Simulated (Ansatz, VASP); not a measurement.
**HgTe in VASP and in Ansatz**

```
CELL_PARAMETERS angstrom
0.01474 3.21112 3.12757
3.21128 -0.02731 3.16962
3.22242 3.26432 -0.03846
ATOMIC_POSITIONS crystal
Hg 0.00150 0.99701 0.00087
Te 0.25674 0.25551 0.24328
```

Alike in both runs: task single point; functional PBE; k mesh 3 × 3 × 3; no spin polarisation.

|  | VASP | Ansatz |
| --- | --- | --- |
| version | VASP 6.6.1 | Ansatz 0.2.0 |
| potentials or method | VASP PAW PBE potentials, release 64 (Hg, Te), cutoff 500 eV | plane waves, PAW |
| occupations | gaussian, width 0.01 eV | fixed |
| valence electrons in the cell | 18 | 36 |

```tsv
	VASP	Ansatz	Ansatz less VASP
pressure (GPa)	6.4	6.3	-0.12
traceless stress, the component that is largest in VASP (GPa)	-0.97	-0.94	+0.029
rms of the force components (eV/Å)	0.173	0.168	-0.0046
```

Atom by atom the forces differ by 0.005 eV/Å (rms over components). VASP's potentials hold 18 valence electrons a cell and Ansatz's 36, so a difference there can come from the potentials and not from the codes. Ansatz's warnings: stress scf threshold loose.

The k mesh is coarse, so the values compare programs but aren't converged. Spin-orbit coupling is off throughout.
